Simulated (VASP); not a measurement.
Set up this calculation in VASP 6.6.1, as the native input.

```yaml
Task: single point
Functional: LDA
Potentials_or_basis: VASP PAW LDA potentials, release 64 (Ca_sv, As, Pd)
Cutoff: 520 eV
k_mesh: 12 × 12 × 12
Occupations: gaussian, width 0.1 eV
Spin: no spin polarisation
Dipole_correction: no
Further_INCAR_settings: ALGO = Normal; EDIFF = 1e-07; NBANDS = 28
```

The structure of CaAs2Pd2 (lda) lies in POSCAR:

```
CaAs2Pd2
1.0
   -2.1172978978      2.1172978978      5.0158291261
    2.1172978978     -2.1172978978      5.0158291261
    2.1172978978      2.1172978978     -5.0158291261
Ca As Pd
1 2 2
Direct
    0.0000000000      0.0000000000      0.0000000000
    0.3790682153      0.3790682153      0.0000000000
    0.6209317847      0.6209317847      0.0000000000
    0.7500000000      0.2500000000      0.5000000000
    0.2500000000      0.7500000000      0.5000000000
```

One way to write it, as run:

INCAR

```
SYSTEM = CaAs2Pd2
ALGO = Normal ; EDIFF = 1E-7
ENCUT = 520 ; ISIF = 2
ISMEAR = 0 ; LASPH = .True.
LCHARG = .True. ; LELF = .True.
LREAL = .False. ; LVHAR = .True.
LWAVE = .False. ; NBANDS = 28
NELM = 100 ; PREC = Accurate
SIGMA = 0.1
```

KPOINTS

```
k-points
0
Gamma
  12 12 12
  0 0 0
```

Potentials or basis: VASP PAW LDA potentials, release 64 (Ca_sv, As, Pd).

The run is started by

```bash
$ cat potpaw_LDA.64/Ca_sv/POTCAR potpaw_LDA.64/As/POTCAR potpaw_LDA.64/Pd/POTCAR > POTCAR
$ mpirun -np 1 vasp_std > vasp.out
```

Results of the run:

| Item | Value |
| --- | --- |
| Pressure | 0.5 GPa |
| Largest force | 0.014 eV/Å |
| Band gap on the k mesh | zero (band 20 reaches 8.82 eV, above the bottom of band 21 at 6.63 eV) |

Wall time 21 min on 1 thread of AMD EPYC 7R43 64-Core Processor (Zen 3), on a shared host, peak memory 0.54 GiB.
